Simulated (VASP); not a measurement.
Wanted: the native input for a VASP 6.6.1 run.

```
Task                   : single point
Functional             : PBEsol
Potentials or basis    : VASP PAW PBE potentials, release 64 (Pt, Sb)
Cutoff                 : 520 eV
k mesh                 : 10 × 10 × 6
Occupations            : gaussian, width 0.05 eV
Spin                   : no spin polarisation
Dipole correction      : no
Further INCAR settings : ALGO = Normal; EDIFF = 1e-06; NBANDS = 17
```

The structure of Sb2Pt lies in POSCAR:

```
Sb2Pt
1.0
    4.0599872515      0.0000000000      0.0000000000
   -2.0299936257      3.5160520988      0.0000000000
    0.0000000000      0.0000000000      5.2259058719
Pt Sb
1 2
Direct
    0.0000000000      0.0000000000      0.0000000000
    0.3333333333      0.6666666667      0.2584105895
    0.6666666667      0.3333333333      0.7415894105
```

The input as run:

INCAR

```
PREC = Accurate
ENCUT = 520
EDIFF = 1E-6
ISMEAR = 0
SIGMA = 0.05
LREAL = False
LASPH = True
NELM = 80
ALGO = Normal
ISIF = 2
LWAVE = False
LCHARG = False
GGA = PS
NBANDS = 17
```

KPOINTS

```
Automatic mesh
0
Gamma
  10 10 6
```

Potentials or basis: VASP PAW PBE potentials, release 64 (Pt, Sb).

The run is started by

```console
$ cat potpaw_PBE.64/Pt/POTCAR potpaw_PBE.64/Sb/POTCAR > POTCAR
$ mpirun -np 1 vasp_std > vasp.out
```

Results of the run:

The pressure is -4.3 GPa. The largest force is 0.229 eV/Å and the band gap on the k mesh is zero (bands 10 and 11 overlap by 3.11 eV).

Caveat: the cell stands under tension; the PAW data sets were made with another functional, which shifts forces and pressure a little; spin-orbit coupling is left out, which moves the levels of the heavy elements.

It took 110 s on 1 thread of Intel Xeon 8259CL, on a shared host, peak memory 0.24 GiB.
